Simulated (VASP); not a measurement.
# KTaO3 (P4/mmm) in VASP: settings compared

Aim: see how the results for KTaO3 move with the level of theory and the settings. Levels: HSE06, r2SCAN. Tasks: single point.

Program: VASP 6.6.1. These are calculated values, not measurements. Logs are shortened: lines on timing, memory, paths and dates and some standing lists are left out, and cuts for length are marked.

## (1) The cell of the first run

It takes space group P4/mmm (No. 123, tetragonal). Conventional cell: a = 3.990 Å, b = 3.990 Å, c = 3.910 Å, α = 90.00°, β = 90.00°, γ = 90.00°. Within 3.7 Å of K (site symmetry 4/mmm) lie 12 O at 2.79 to 2.82 Å and 8 Ta at 3.43 Å. Ta (site symmetry 4/mmm) has 6 O at 1.96 to 2.00 Å within 2.6 Å. O (site symmetry 4/mmm) has 2 Ta at 1.96 Å within 2.6 Å. O (site symmetry mmm) has 2 Ta at 2.00 Å within 2.6 Å.

## (2) Single point, HSE06 (uniaxial z strain -2.0%)

POSCAR

```
KTaO3
1.0
    3.9901311030      0.0000000000      0.0000000000
    0.0000000000      3.9901311030      0.0000000000
    0.0000000000      0.0000000000      3.9103284809
K Ta O
1 1 3
Direct
    0.0000000000      0.0000000000      0.0000000000
    0.5000000000      0.5000000000      0.5000000000
    0.5000000000      0.5000000000      0.0000000000
    0.5000000000      0.0000000000      0.5000000000
    0.0000000000      0.5000000000      0.5000000000
```

INCAR.step1

```
SYSTEM = KTaO3
ALGO = Normal ; EDIFF = 1E-5
ENCUT = 520 ; GGA = PE
ISIF = 2 ; ISMEAR = 0
KPAR = 4 ; LASPH = .TRUE.
LCHARG = .FALSE. ; LREAL = .FALSE.
LWAVE = .TRUE. ; NBANDS = 27
NELM = 100 ; PREC = Accurate
SIGMA = 0.01
```

INCAR.step2

```
SYSTEM = KTaO3
ALGO = Normal ; EDIFF = 1E-6
ENCUT = 520 ; GGA = PE
HFSCREEN = 0.2079 ; ISIF = 2
ISMEAR = 0 ; ISTART = 1
KPAR = 4 ; LASPH = .TRUE.
LCHARG = .FALSE. ; LHFCALC = .TRUE.
LREAL = .FALSE. ; LWAVE = .FALSE.
NBANDS = 27 ; NELM = 100
PREC = Accurate ; PRECFOCK = Fast
SIGMA = 0.01
```

KPOINTS

```
k-points
0
G
  4 4 4
  0 0 0
```

Potentials or basis: VASP PAW PBE potentials, release 64 (K_sv, Ta_pv, O).

Started as:

```sh
$ cat potpaw_PBE.64/K_sv/POTCAR potpaw_PBE.64/Ta_pv/POTCAR potpaw_PBE.64/O/POTCAR > POTCAR
$ cp INCAR.step1 INCAR
$ mpirun -np 4 vasp_std > vasp.out
$ cp INCAR.step2 INCAR
$ mpirun -np 4 vasp_std > vasp.out
```

OUTCAR:

```text
SYSTEM = KTaO3
   EDIFF = 1E-6
   ENCUT = 520
   GGA = PE
   HFSCREEN = 0.2079
   ISIF = 2
   ISMEAR = 0
   ISTART = 1
   LASPH = .TRUE.
   LHFCALC = .TRUE.
   LREAL = .FALSE.
   NELM = 100
   PREC = Accurate
   PRECFOCK = Fast

 ion  position               nearest neighbor table
   1  0.000  0.000  0.000-   4 2.79   5 2.79   4 2.79   5 2.79   5 2.79   5 2.79   4 2.79   4 2.79
                             3 2.82   3 2.82   3 2.82   3 2.82   2 3.43   2 3.43   2 3.43   2 3.43
   2  0.500  0.500  0.500-   3 1.96   3 1.96   5 2.00   4 2.00   4 2.00   5 2.00   1 3.43   1 3.43
                             1 3.43   1 3.43   1 3.43   1 3.43   1 3.43   1 3.43
   3  0.500  0.500  0.000-   2 1.96   2 1.96   1 2.82   1 2.82   1 2.82   1 2.82
   4  0.500  0.000  0.500-   2 2.00   2 2.00   1 2.79   1 2.79   1 2.79   1 2.79
   5  0.000  0.500  0.500-   2 2.00   2 2.00   1 2.79   1 2.79   1 2.79   1 2.79

  LATTYP: Found a simple tetragonal cell.
 ALAT       =     3.9901311030
 C/A-ratio  =     0.9800000000

  Lattice vectors:

 A1 = (   3.9901311030,   0.0000000000,   0.0000000000)
 A2 = (   0.0000000000,   3.9901311030,   0.0000000000)
 A3 = (   0.0000000000,   0.0000000000,   3.9103284809)

Analysis of symmetry for initial positions (statically):
=====================================================================
 Subroutine PRICEL returns:
 Original cell was already a primitive cell.

 Routine SETGRP: Setting up the symmetry group for a
 simple tetragonal supercell.

 Subroutine GETGRP returns: Found 16 space group operations
 (whereof 16 operations were pure point group operations)
 out of a pool of 16 trial point group operations.

The static configuration has the point symmetry D_4h.

Analysis of symmetry for dynamics (positions and initial velocities):
=====================================================================
 Subroutine PRICEL returns:
 Original cell was already a primitive cell.

 Routine SETGRP: Setting up the symmetry group for a
 simple tetragonal supercell.

 Subroutine GETGRP returns: Found 16 space group operations
 (whereof 16 operations were pure point group operations)
 out of a pool of 16 trial point group operations.

The dynamic configuration has the point symmetry D_4h.

 Subroutine INISYM returns: Found 16 space group operations
 (whereof 16 operations are pure point group operations),
 and found     1 'primitive' translations

----------------------------------------------------------------------------------------

                                     Primitive cell

  volume of cell :      62.2569

  direct lattice vectors                    reciprocal lattice vectors
     3.990131103  0.000000000  0.000000000     0.250618332  0.000000000  0.000000000
     0.000000000  3.990131103  0.000000000     0.000000000  0.250618332  0.000000000
     0.000000000  0.000000000  3.910328481     0.000000000  0.000000000  0.255732991

  length of vectors
     3.990131103  3.990131103  3.910328481     0.250618332  0.250618332  0.255732991

  position of ions in fractional coordinates (direct lattice)
     0.000000000  0.000000000  0.000000000
     0.500000000  0.500000000  0.500000000
     0.500000000  0.500000000  0.000000000
     0.500000000  0.000000000  0.500000000
     0.000000000  0.500000000  0.500000000

  ion indices of the primitive-cell ions
   primitive index   ion index
                 1           1
                 2           2
                 3           3
                 4           4
                 5           5

----------------------------------------------------------------------------------------

 KPOINTS: k-points

Automatic generation of k-mesh.
 Grid dimensions read from file:
 generate k-points for:    4    4    4

 Generating k-lattice:

  Cartesian coordinates                     Fractional coordinates (reciprocal lattice)
     0.062654583  0.000000000  0.000000000     0.250000000  0.000000000  0.000000000
     0.000000000  0.062654583  0.000000000     0.000000000  0.250000000  0.000000000
     0.000000000  0.000000000  0.063933248     0.000000000  0.000000000  0.250000000

  Length of vectors
     0.062654583  0.062654583  0.063933248

  Shift w.r.t. Gamma in fractional coordinates (k-lattice)
     0.000000000  0.000000000  0.000000000

 Subroutine IBZKPT returns following result:
 ===========================================

 Found     18 irreducible k-points:

 Following reciprocal coordinates:
            Coordinates               Weight
  0.000000  0.000000  0.000000      1.000000
  0.250000  0.000000  0.000000      4.000000
  0.500000  0.000000  0.000000      2.000000
  0.250000  0.250000  0.000000      4.000000
  0.500000  0.250000  0.000000      4.000000
  0.500000  0.500000  0.000000      1.000000
[... 10 lines left out ...]
  0.500000  0.250000  0.500000      4.000000
  0.500000  0.500000  0.500000      1.000000
   k-points           NKPTS =     18   k-points in BZ     NKDIM =     64   number of bands    NBANDS=     27
   number of dos      NEDOS =    301   number of ions     NIONS =      5
   total plane-waves  NPLWV =  27000
   dimension x,y,z NGX =    30 NGY =   30 NGZ =   30
   dimension x,y,z NGXF=    60 NGYF=   60 NGZF=   60
   ions per type =               1   1   3
   NGX,Y,Z   is equivalent  to a cutoff of  12.50, 12.50, 12.75 a.u.
   NGXF,Y,Z  is equivalent  to a cutoff of  25.00, 25.00, 25.51 a.u.
 SYSTEM =  KTaO3
   PREC   = accura    normal or accurate (medium, high low for compatibility)
   ISTART =      1    job   : 0-new  1-cont  2-samecut
   ICHARG =      0    charge: 1-file 2-atom 10-const
   ISPIN  =      1    spin polarized calculation?
   LNONCOLLINEAR =      F non collinear calculations
   LSORBIT =      F    spin-orbit coupling
   LASPH  =      T    aspherical Exc in radial PAW
   ENCUT  =  520.0 eV  38.22 Ry    6.18 a.u.   7.42  7.42  7.27*2*pi/ulx,y,z
   NELM   =    100;   NELMIN=  2; NELMDL=  0     # of ELM steps
   EDIFF  = 0.1E-05   stopping-criterion for ELM
   LREAL  =      F    real-space projection
   EDIFFG = 0.1E-04   stopping-criterion for IOM
   NSW    =      0    number of steps for IOM
   IBRION =     -1    ionic relax: 0-MD 1-quasi-New 2-CG
   NFREE  =      0    steps in history (QN), initial steepest desc. (CG)
   ISIF   =      2    stress and relaxation
   ISYM   =      3    0-nonsym 1-usesym 2-fastsym
   POTIM  = 0.5000    time-step for ionic-motion
   TEBEG  =    0.0;   TEEND  =   0.0 temperature during run
   PSTRESS=    0.0 pullay stress
   NELECT =      38.0000    total number of electrons
   NUPDOWN=      -1.0000    fix difference up-down
   EMIN   =  10.00;   EMAX   =-10.00  energy-range for DOS
   EFERMI =   0.00;   METHOD = LEGACY
   ISMEAR =     0;   SIGMA  =   0.01  broadening in eV -4-tet -1-fermi 0-gaus
   EFERMI_NEDOS =   21; number of points for ismear=-14 and -15
   IALGO  =     38    algorithm
   IMIX   =      1    mixing-type and parameters
     AMIX     =   0.40;   BMIX     =  1.00
     AMIX_MAG =   1.60;   BMIX_MAG =  1.00
  volume/ion in A,a.u.               =      12.45        84.03
  Fermi-wavevector in a.u.,A,eV,Ry     =   1.388695  2.624253 26.238475  1.928474
  Thomas-Fermi vector in A             =   2.512796
   LORBIT       =      0    0 simple, 1 ext, 2 COOP (PROOUT), +10 PAW based schemes
   GGA     = PE    functional components
   LHFCALC =     T    Hartree Fock is set to
   PRECFOCK=fast      Normal, Fast or Accurate (Low or Medium for compatibility)
   ENCUT4O =  -1.0   cutoff for four orbital integrals eV
   NKREDX  =     1    reduce k-point grid by
   NKREDY  =     1    reduce k-point grid by
   NKREDZ  =     1    reduce k-point grid by
   AEXX    =    0.2500 exact exchange contribution
   HFSCREEN=    0.2079 screening length (either q_TF or 0.3 A-1)
   HFSCREENC=   0.2079 screening length for correlation (either q_TF or 0.3 A-1)
   ENCUTFOCK=  -1.0 apply spherical cutoff to Coloumb kernel
   IVDW    =     0    specifies the selected vdW correction
   LEPSILON=     F    determine dielectric tensor
   LRPA    =     F    only Hartree local field effects (RPA)
 non-spin polarized calculation
 Gauss-broadening in eV      SIGMA  =   0.01
  energy-cutoff  :      520.00
  volume of cell :       62.26
 maximum number of plane-waves:      1719
 NGX is ok and might be reduce to    30
  NGX = 16; NGY = 16; NGZ = 16

 number of electron      37.9999985 magnetization

 Free energy of the ion-electron system (eV)
  ---------------------------------------------------
  ext. energy  EPLUGINS =         0.00000000
  ---------------------------------------------------
  free energy    TOTEN  =       -49.32409089 eV

  energy without entropy =      -49.32409089  energy(sigma->0) =      -49.32409089

 E-fermi :   0.9504     XC(G=0):  -9.0107

 val. band max:        0.8545379011   @ k =   0.5000   0.5000   0.5000
 cond. band min:       4.3443701781   @ k =   0.0000   0.0000   0.0000
 fundamental gap:      3.4898322770
 Fermi energy:         0.9504356009

 k-point     1 :       0.0000    0.0000    0.0000
  band No.  band energies     occupation
      1     -35.1889      2.00000
      2     -35.1392      2.00000
      3     -35.1392      2.00000
      4     -28.3908      2.00000
      5     -18.4903      2.00000
      6     -17.7765      2.00000
[... 19 lines left out ...]
     26      10.5948      0.00000
     27      10.7094      0.00000

 k-point     2 :       0.2500    0.0000    0.0000
  band No.  band energies     occupation
      1     -35.1928      2.00000
      2     -35.1855      2.00000
      3     -35.1358      2.00000
      4     -28.3746      2.00000
      5     -18.4301      2.00000
      6     -17.7118      2.00000
[... 19 lines left out ...]
     26      11.3791      0.00000
     27      11.7701      0.00000

 k-point     3 :       0.5000    0.0000    0.0000
  band No.  band energies     occupation
      1     -35.2457      2.00000
      2     -35.1823      2.00000
      3     -35.1325      2.00000
      4     -28.3585      2.00000
      5     -18.4366      2.00000
      6     -17.6987      2.00000
[... 414 lines left out ...]
      1     -35.3167      2.00000
      2     -35.2324      2.00000
      3     -35.1767      2.00000
      4     -28.3317      2.00000
      5     -17.2476      2.00000
      6     -16.7136      2.00000
[... 19 lines left out ...]
     26      13.5430      0.00000
     27      13.9127      0.00000

 k-point    18 :       0.5000    0.5000    0.5000
  band No.  band energies     occupation
      1     -35.3132      2.00000
      2     -35.2289      2.00000
      3     -35.2289      2.00000
      4     -28.3233      2.00000
      5     -16.6738      2.00000
      6     -16.5613      2.00000
[... 19 lines left out ...]
     26      13.5016      0.00000
     27      15.1873      0.00000

------------------------ aborting loop because EDIFF is reached ----------------------------------------

  FORCE on cell =-STRESS in cart. coord.  units (eV):
  Direction    XX          YY          ZZ          XY          YZ          ZX
  --------------------------------------------------------------------------------------
  -------------------------------------------------------------------------------------
  Total        0.5898267      0.5898267      3.9267125      0.0000000     -0.0000000      0.0000000
  in kB       15.1791494     15.1791494    101.0536761      0.0000000     -0.0000000      0.0000000
  external PRESSURE =      43.8039917 kB  Pullay stress =       0.0000000 kB

 VOLUME and BASIS-vectors are now :
 -----------------------------------------------------------------------------
  energy-cutoff  :      520.00
  volume of cell :       62.26
      direct lattice vectors                 reciprocal lattice vectors
     3.990131103  0.000000000  0.000000000     0.250618332  0.000000000  0.000000000
     0.000000000  3.990131103  0.000000000     0.000000000  0.250618332  0.000000000
     0.000000000  0.000000000  3.910328481     0.000000000  0.000000000  0.255732991

 POSITION                                       TOTAL-FORCE (eV/Angst)
 -----------------------------------------------------------------------------------
      0.00000      0.00000      0.00000         0.000000      0.000000      0.000000
      1.99507      1.99507      1.95516         0.000000      0.000000      0.000000
      1.99507      1.99507      0.00000         0.000000      0.000000      0.000000
      1.99507      0.00000      1.95516         0.000000      0.000000      0.000000
      0.00000      1.99507      1.95516         0.000000      0.000000      0.000000
 -----------------------------------------------------------------------------------
    total drift:                               -0.000000      0.000000      0.000000

  FREE ENERGIE OF THE ION-ELECTRON SYSTEM (eV)
  ---------------------------------------------------
  free  energy   TOTEN  =       -49.3240908876 eV

  energy  without entropy=      -49.3240908876  energy(sigma->0) =      -49.32409089
```

Run time: 9.2 min. Hardware: 4 MPI ranks of AMD EPYC 7R43 (Zen 3), shared host; peak memory 0.26 GiB.

What came out:

| Item | Value |
| --- | --- |
| Free energy | -49.3241 eV |
| Pressure | 4.4 GPa |
| Band gap on the k mesh | 3.49 eV (least direct gap 4.16 eV) |

Caveat: the cell differs from its parent crystal (uniaxial z strain -2.0%); the cell stands under pressure; the PAW data sets were made with another functional, which shifts forces and pressure a little; spin-orbit coupling is left out, which moves the levels of the heavy elements. A k mesh can miss the band edges.

## (3) Single point, r2SCAN, non-collinear spin, zero start, spin-orbit coupling (uniaxial z strain +3.0%)

POSCAR: that of step 2 with these lines changed.

```diff
@@ -4,3 +4,3 @@
     0.0000000000      3.9901311030      0.0000000000
-    0.0000000000      0.0000000000      3.9103284809
+    0.0000000000      0.0000000000      4.1098350361
 K Ta O
```

INCAR.step1

```
PREC = Accurate ; ENCUT = 520
ISMEAR = 0 ; SIGMA = 0.01
LREAL = False ; LASPH = True
NELM = 150 ; LNONCOLLINEAR = True
MAGMOM = 0 0 0 0 0 0 0 0 0 0 0 0 0 0 0 ; LSORBIT = True
GGA_COMPAT = False ; LMAXMIX = 4
NBANDS = 53 ; GGA = PE
ALGO = Normal ; EDIFF = 1E-4
LWAVE = True ; LCHARG = False
```

INCAR.step2

```
PREC = Accurate ; ENCUT = 520
EDIFF = 1E-7 ; ISMEAR = 0
SIGMA = 0.01 ; LREAL = False
LASPH = True ; NELM = 150
ALGO = Normal ; ISIF = 2
LWAVE = False ; LCHARG = False
LNONCOLLINEAR = True ; MAGMOM = 0 0 0 0 0 0 0 0 0 0 0 0 0 0 0
LORBIT = 11 ; LSORBIT = True
GGA_COMPAT = False ; LORBMOM = True
LMAXMIX = 4 ; METAGGA = R2SCAN
LMIXTAU = True ; NBANDS = 53
ISTART = 1
```

KPOINTS

```
Automatic mesh
0
Gamma
  6 6 6
```

Potentials or basis: VASP PAW PBE potentials, release 64 (K_sv, Ta_pv, O).

Started as:

```sh
$ cat potpaw_PBE.64/K_sv/POTCAR potpaw_PBE.64/Ta_pv/POTCAR potpaw_PBE.64/O/POTCAR > POTCAR
$ cp INCAR.step1 INCAR
$ mpirun -np 1 vasp_ncl > vasp.out
$ cp INCAR.step2 INCAR
$ mpirun -np 1 vasp_ncl > vasp.out
```

Run time: 14 min. Hardware: 1 thread of AMD EPYC 9R45 (Zen 5), shared host; peak memory 0.44 GiB.

Results (log left out):

* Free energy: -87.6785 eV
* Pressure: -4.5 GPa
* Net moment: 0.00 μB per cell
* Valence electrons inside the program's atomic spheres: K 7.70; Ta 8.66; O 5.07, 5.11 (each value once)

Stress tensor (GPa, compression positive):
```
 -1.26   0.00   0.00
  0.00  -1.26   0.00
  0.00   0.00 -10.92
```

Moments on the atoms (μB; x, y, z):
```
K   0.00 0.00 0.00
Ta  0.00 0.00 0.00
O   0.00 0.00 0.00
O   0.00 0.00 0.00
O   0.00 0.00 0.00
```

Caveat: the cell differs from its parent crystal (uniaxial z strain +3.0%); the cell stands under tension; the PAW data sets were made with another functional, which shifts forces and pressure a little.
